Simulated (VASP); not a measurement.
# C (a cell with a defect) in VASP: further runs, part 2 of 2

VASP 6.6.1. Earlier steps stand in the parts before.

**3. Single point, PBEsol**

The input, INCAR:

```
  PREC = Accurate
  ENCUT = 520
  EDIFF = 1E-6
  ISMEAR = -1
  SIGMA = 0.05
  LREAL = Auto
  LASPH = True
  NELM = 100
  ALGO = Normal
  ISIF = 2
  LWAVE = False
  LCHARG = False
  GGA = PS
  NBANDS = 168
  ISYM = 0
```

The input, KPOINTS:

```
Automatic mesh
0
Gamma
  1 1 1
  0.25 0.25 0.25
```

The input, POSCAR:

```
C
1.0
    7.1076060000      0.0000000000      0.0000000000
    0.0000000000      7.1076060000      0.0000000000
    0.0000000000      0.0000000000      7.1076060000
C
65
Direct
    0.0013770000      0.9964450000      0.0017240000
    0.0034060000      0.0043170000      0.5028450000
    0.0014410000      0.4967140000      0.0003610000
    0.0042850000      0.4879620000      0.4986110000
    0.4999560000      0.9965130000      0.0006570000
    0.4972320000      0.0054570000      0.4985720000
    0.5003150000      0.4969090000      0.0016640000
    0.4978850000      0.4891530000      0.5024250000
    0.1265180000      0.1209100000      0.1262420000
    0.1293700000      0.1235220000      0.6269770000
    0.1258920000      0.6222270000      0.1267620000
    0.1222510000      0.6234090000      0.6234300000
    0.6257980000      0.1265750000      0.1206590000
    0.6238000000      0.1274140000      0.6290670000
    0.6273180000      0.6210260000      0.1258890000
    0.6276230000      0.5941070000      0.6414950000
    0.2508400000      0.2466630000      0.0010210000
    0.2506610000      0.2466810000      0.5007020000
    0.2508320000      0.7467290000      0.0009210000
    0.2508030000      0.7466780000      0.5011370000
    0.7507460000      0.2466680000      0.0010830000
    0.7506720000      0.2467060000      0.5010550000
    0.7507630000      0.7466180000      0.0012870000
    0.7505110000      0.8367580000      0.5007390000
    0.3756050000      0.3729770000      0.1261700000
    0.3725250000      0.3701990000      0.6269250000
    0.3761460000      0.8716330000      0.1268670000
    0.3798300000      0.8704280000      0.6233280000
    0.8761870000      0.3673030000      0.1204000000
    0.8782410000      0.3664560000      0.6289500000
    0.8749010000      0.8726560000      0.1259190000
    0.8741440000      0.8997690000      0.6422550000
    0.2487640000      0.9952730000      0.2518360000
    0.2528580000      0.9951290000      0.7502350000
    0.2527540000      0.4980180000      0.2517170000
    0.2488660000      0.4982600000      0.7502500000
    0.7514770000      0.0100820000      0.2400160000
    0.7501020000      0.0104050000      0.7628150000
    0.7502870000      0.4831180000      0.2398090000
    0.7518860000      0.4829770000      0.7621390000
    0.3722850000      0.1241780000      0.3757160000
    0.3755040000      0.1210370000      0.8763010000
    0.3797780000      0.6237170000      0.3790130000
    0.3765250000      0.6223650000      0.8756060000
    0.8779770000      0.1271520000      0.3735540000
    0.8761640000      0.1264220000      0.8821360000
    0.8758650000      0.5922990000      0.3614470000
    0.8750760000      0.6210190000      0.8770130000
    0.0029480000      0.2475060000      0.2489080000
    0.0030150000      0.2455230000      0.7531300000
    0.9959870000      0.7433400000      0.2529170000
    0.9953920000      0.7495510000      0.7491030000
    0.4985170000      0.2458680000      0.2489990000
    0.4984650000      0.2478810000      0.7529260000
    0.5057500000      0.7496770000      0.2532690000
    0.5062530000      0.7439940000      0.7492410000
    0.1296920000      0.3698770000      0.3757560000
    0.1266120000      0.3728320000      0.8762760000
    0.1222900000      0.8700690000      0.3789600000
    0.1258150000      0.8715480000      0.8756180000
    0.6240460000      0.3665170000      0.3733510000
    0.6259270000      0.3674430000      0.8820730000
    0.6256030000      0.9012140000      0.3617320000
    0.6270790000      0.8729610000      0.8773530000
    0.7508580000      0.6569050000      0.5005820000
```

Potentials or basis: VASP PAW PBE potentials, release 64 (C).

Run with:

```bash
> cat potpaw_PBE.64/C/POTCAR > POTCAR
> mpirun -np 1 vasp_std > vasp.out
```

OUTCAR:

```text
PREC = Accurate
   ENCUT = 520
   EDIFF = 1E-6
   ISMEAR = -1
   LREAL = Auto
   LASPH = True
   NELM = 100
   ISIF = 2
   GGA = PS
   ISYM = 0

 ion  position               nearest neighbor table
   1  0.001  0.996  0.002-   9 1.54  31 1.54  46 1.54  60 1.54
   2  0.003  0.004  0.503-  10 1.52  32 1.54  59 1.55  45 1.55
   3  0.001  0.497  0.000-  58 1.53  48 1.53  29 1.54  11 1.54
   4  0.004  0.488  0.499-  57 1.50  47 1.53  30 1.55  12 1.55
   5  0.500  0.997  0.001-  42 1.53  64 1.53  27 1.54  13 1.54
   6  0.497  0.005  0.499-  41 1.50  63 1.53  28 1.55  14 1.56
[... 15 lines left out ...]
  22  0.751  0.247  0.501-  61 1.54  14 1.54  45 1.54  30 1.54
  23  0.751  0.747  0.001-  15 1.53  64 1.53  48 1.54  31 1.54
  24  0.751  0.837  0.501-  65 1.28  63 1.41  32 1.41
  25  0.376  0.373  0.126-  53 1.53   7 1.53  35 1.53  17 1.54
  26  0.373  0.370  0.627-   8 1.51  18 1.53  54 1.54  36 1.54
  27  0.376  0.872  0.127-   5 1.54  33 1.54  19 1.54  55 1.55
  28  0.380  0.870  0.623-  20 1.54   6 1.55  34 1.55  56 1.55
  29  0.876  0.367  0.120-  39 1.48  21 1.50   3 1.54  49 1.54
  30  0.878  0.366  0.629-  50 1.52  22 1.54  40 1.55   4 1.55
[... 32 lines left out ...]
  63  0.626  0.901  0.362-  24 1.41  37 1.47   6 1.53  55 1.57
  64  0.627  0.873  0.877-  23 1.53   5 1.53  38 1.54  56 1.55
  65  0.751  0.657  0.501-  24 1.28  16 1.40  47 1.41

IMPORTANT INFORMATION: All symmetrisations will be switched off!
NOSYMM: (Re-)initialisation of all symmetry stuff for point group C_1.

----------------------------------------------------------------------------------------

                                     Primitive cell

  volume of cell :     359.0625

  direct lattice vectors                    reciprocal lattice vectors
     7.107606000  0.000000000  0.000000000     0.140694349  0.000000000  0.000000000
     0.000000000  7.107606000  0.000000000     0.000000000  0.140694349  0.000000000
     0.000000000  0.000000000  7.107606000     0.000000000  0.000000000  0.140694349

  length of vectors
[... 211 lines left out ...]
   LORBIT       =      0    0 simple, 1 ext, 2 COOP (PROOUT), +10 PAW based schemes
   GGA     = PS    functional components
   LHFCALC =     F    Hartree Fock is set to
   AEXX    =    0.0000 exact exchange contribution
   IVDW    =     0    specifies the selected vdW correction
   LEPSILON=     F    determine dielectric tensor
   LRPA    =     F    only Hartree local field effects (RPA)
 non-spin polarized calculation
  energy-cutoff  :      520.00
  volume of cell :      359.06
 maximum number of plane-waves:      9651
 NGX is ok and might be reduce to    54
   NGX = 27   NGY = 27   NGZ = 27

 number of electron     259.9999996 magnetization

 Free energy of the ion-electron system (eV)
  ---------------------------------------------------
  ext. energy  EPLUGINS =         0.00000000
  ---------------------------------------------------
  free energy    TOTEN  =      -613.59142375 eV

  energy without entropy =     -613.59090795  energy(sigma->0) =     -613.59116585

 E-fermi :  12.1315     XC(G=0): -13.5621

 val. band max:       11.7260051906   @ k =   0.2500  -0.2500   0.2500
 cond. band min:      12.5337132640   @ k =   0.2500  -0.2500   0.2500
 fundamental gap:      0.8077080734
 Fermi energy:        12.1315377794

 k-point     1 :       0.2500    0.2500    0.2500
  band No.  band energies     occupation
      1     -11.4300      2.00000
      2     -10.3471      2.00000
      3     -10.2377      2.00000
      4     -10.2235      2.00000
      5      -9.1912      2.00000
      6      -9.1011      2.00000
[... 569 lines left out ...]
    141      16.3006      0.00000
    142      16.4571      0.00000
 [bands above 142 left out]

------------------------ aborting loop because EDIFF is reached ----------------------------------------

  FORCE on cell =-STRESS in cart. coord.  units (eV):
  Direction    XX          YY          ZZ          XY          YZ          ZX
  --------------------------------------------------------------------------------------
  -------------------------------------------------------------------------------------
  Total        4.2250594     59.0350891     33.7411668     -1.0719422     -0.1692882     -0.2733387
  in kB       18.8526916    263.4212279    150.5568930     -4.7831272     -0.7553829     -1.2196681
  external PRESSURE =     144.2769375 kB  Pullay stress =       0.0000000 kB

 VOLUME and BASIS-vectors are now :
 -----------------------------------------------------------------------------
  energy-cutoff  :      520.00
  volume of cell :      359.06
      direct lattice vectors                 reciprocal lattice vectors
     7.107606000  0.000000000  0.000000000     0.140694349  0.000000000  0.000000000
     0.000000000  7.107606000  0.000000000     0.000000000  0.140694349  0.000000000
     0.000000000  0.000000000  7.107606000     0.000000000  0.000000000  0.140694349

 POSITION                                       TOTAL-FORCE (eV/Angst)
 -----------------------------------------------------------------------------------
      0.00979      7.08234      0.01225         0.081925      0.057157      0.066309
      0.02421      0.03068      3.57402         0.090692      0.070571      0.181979
      0.01024      3.53045      0.00257         0.091381      0.080011      0.084492
      0.03046      3.46824      3.54393         0.033052      0.123059      0.207748
      3.55349      7.08282      0.00467         0.101158      0.097878      0.056408
      3.53413      0.03879      3.54365         0.054198     -0.001639      0.236179
[... 57 lines left out ...]
      4.45703      6.20466      6.23588        -0.072218     -0.047074     -0.073474
      5.33680      4.66902      3.55794         0.140025     -0.014206     -0.039890
 -----------------------------------------------------------------------------------
    total drift:                               -0.000838     -0.026005      0.021174

  FREE ENERGIE OF THE ION-ELECTRON SYSTEM (eV)
  ---------------------------------------------------
  free  energy   TOTEN  =      -613.5914237464 eV

  energy  without entropy=     -613.5909079501  energy(sigma->0) =     -613.59116585
```

stdout:

```text
POSCAR found type information on POSCAR C
 POSCAR found :  1 types and      65 ions
 scaLAPACK will be used
 -----------------------------------------------------------------------------
|                                                                             |
|                                                                             |
|     You enforced a specific xc type in the INCAR file but a different       |
|     I HOPE YOU KNOW WHAT YOU ARE DOING!                                     |
|                                                                             |
 -----------------------------------------------------------------------------

 LDA part: xc-table for (Slater+PW92), standard interpolation
 POSCAR, INCAR and KPOINTS ok, starting setup
 FFT: planning ... GRIDC
 FFT: planning ... GRID_SOFT
 FFT: planning ... GRID
 WAVECAR not read
 entering main loop
```

Wall time 9.9 min (1 thread of AMD EPYC 7R13 (Zen 3), shared host); peak memory 0.42 GiB.

What came out:

```
Free energy            : -613.5914 eV
Pressure               : 14.4 GPa
Largest force          : 0.317 eV/Å
Band gap on the k mesh : 0.81 eV
```

Forces in eV/Å, atoms in the order of the input:
```
C    0.082  0.057  0.066
C    0.091  0.071  0.182
C    0.091  0.080  0.084
C    0.033  0.123  0.208
C    0.101  0.098  0.056
C    0.054 -0.002  0.236
C    0.060  0.073  0.062
C    0.063 -0.024  0.240
C   -0.069 -0.065 -0.074
C   -0.065 -0.059 -0.133
C   -0.058 -0.092 -0.075
C   -0.068 -0.044 -0.073
C   -0.062 -0.098 -0.087
C   -0.043 -0.060 -0.058
C   -0.092 -0.034 -0.052
C   -0.221 -0.213 -0.026
C    0.056  0.072  0.062
C    0.075  0.071  0.204
C    0.068  0.046  0.070
C    0.059  0.062  0.047
C    0.064  0.076  0.066
C    0.088  0.051  0.070
C    0.085  0.074  0.055
C    0.028  0.072  0.123
C   -0.080 -0.074 -0.070
C   -0.043 -0.031 -0.157
C   -0.064 -0.079 -0.043
C   -0.065 -0.058 -0.026
C   -0.041 -0.093 -0.070
C   -0.056 -0.095 -0.065
C   -0.066 -0.077 -0.065
C    0.141  0.031 -0.282
C    0.047  0.042  0.063
C    0.030  0.069  0.054
C    0.087  0.100  0.073
C    0.065  0.049  0.060
C   -0.003  0.117  0.051
C   -0.091  0.039  0.033
C    0.030  0.004  0.064
C    0.039  0.127  0.123
C   -0.082 -0.079 -0.134
C   -0.061 -0.076 -0.063
C   -0.076 -0.088 -0.073
C   -0.080 -0.050 -0.045
C   -0.068 -0.078 -0.059
C   -0.026 -0.045 -0.035
C   -0.090  0.138 -0.152
C   -0.077 -0.098 -0.059
C    0.094  0.080  0.088
C    0.081  0.070  0.044
C    0.004  0.068  0.097
C    0.064  0.025  0.066
C    0.065  0.048  0.057
C    0.080  0.058  0.106
C    0.058  0.113 -0.004
C    0.050  0.072 -0.001
C   -0.059 -0.107 -0.172
C   -0.075 -0.059 -0.064
C   -0.088 -0.053 -0.030
C   -0.093 -0.066 -0.061
C   -0.077 -0.015 -0.046
C   -0.072 -0.071 -0.102
C    0.111 -0.133 -0.240
C   -0.072 -0.047 -0.073
C    0.140 -0.014 -0.040
```

Caveat: the PAW data sets were made with another functional, which shifts forces and pressure a little.
